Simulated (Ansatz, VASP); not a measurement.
Te2Mo: VASP beside Ansatz

The input INCAR:

```
PREC = Accurate ; ENCUT = 600
EDIFF = 1E-6 ; ISMEAR = -1
SIGMA = 0.05 ; LREAL = F
LASPH = T ; NELM = 80
ALGO = Normal ; ISIF = 3
LWAVE = F ; LCHARG = F
GGA = RE ; IVDW = 12
IBRION = 2 ; NSW = 60
EDIFFG = -0.01
```

File KPOINTS:

```
Automatic mesh
0
Gamma
  9 9 2
```

File POSCAR:

```
Te2Mo
1.0
    3.5182000000      0.0000000000      0.0000000000
   -1.7591000000      3.0468505756      0.0000000000
    0.0000000000      0.0000000000     13.9736000000
Te Mo
4 2
Direct
    0.6666666667      0.3333333333      0.3790000000
    0.3333333333      0.6666666667      0.8790000000
    0.6666666667      0.3333333333      0.1210000000
    0.3333333333      0.6666666667      0.6210000000
    0.6666666667      0.3333333333      0.7500000000
    0.3333333333      0.6666666667      0.2500000000
```

The input input.yaml:

```yaml
crystal:
  lattice:
    - [3.5182, 0.0, 0.0]
    - [-1.7591, 3.0468505756, 0.0]
    - [0.0, 0.0, 13.9736]
  atoms:
    - { symbol: Te, position: [0.6666666667, 0.3333333333, 0.379] }
    - { symbol: Te, position: [0.3333333333, 0.6666666667, 0.879] }
    - { symbol: Te, position: [0.6666666667, 0.3333333333, 0.121] }
    - { symbol: Te, position: [0.3333333333, 0.6666666667, 0.621] }
    - { symbol: Mo, position: [0.6666666667, 0.3333333333, 0.75] }
    - { symbol: Mo, position: [0.3333333333, 0.6666666667, 0.25] }
hamiltonian:
  xc: revpbe
  pseudopotentials: { kind: paw }
  dispersion: d3bj
kpoints:
  mp_grid: { grid: [9, 9, 2] }
scf:
  occupations: { method: fermi_dirac, width: 0.05 }
output:
  forces: true
  stress: true
  write_density: true
  write_potential: true
  elf: true
  volumetric_format: npy
relax:
  f_tol: 0.01
  max_steps: 40
  cell: { stress_tol: 0.05 }
```

Alike in both runs: task relaxation of cell and atoms; functional revPBE; dispersion D3(BJ); k mesh 9 × 9 × 2; occupations fermi-dirac, width 0.05 eV; no spin polarisation.

|  | VASP | Ansatz |
| --- | --- | --- |
| version | VASP 6.6.1 | Ansatz 0.2.0 |
| potentials or method | VASP PAW PBE potentials, release 64 (Te, Mo_sv) | Ansatz PAW |
| plane-wave cutoff (eV) | 600 | 420 |
| valence electrons in the cell | 52 | 92 |

```csv
,VASP,Ansatz,Ansatz less VASP
"gap on the k mesh at the Fermi level, each at its own relaxed structure (eV)",0.49,0.51,+0.024
relaxed volume (Å³/atom),23.14,23.18,+0.043
relaxed cell length with the largest relative difference (Å),13.387,13.399,+0.0114
```

VASP's potentials were made for PBE, not for revPBE. VASP's potentials hold 52 valence electrons a cell and Ansatz's 92, so a difference there can come from the potentials and not from the codes.

Neither program's run includes spin-orbit coupling. Noted on Ansatz's run: odd divisions of the mesh miss points on the zone boundary, where band edges often lie, so the gap on the mesh can be too wide; the plane-wave basis is chosen anew once the cell has moved, so the energies of steps on either side of that aren't comparable.
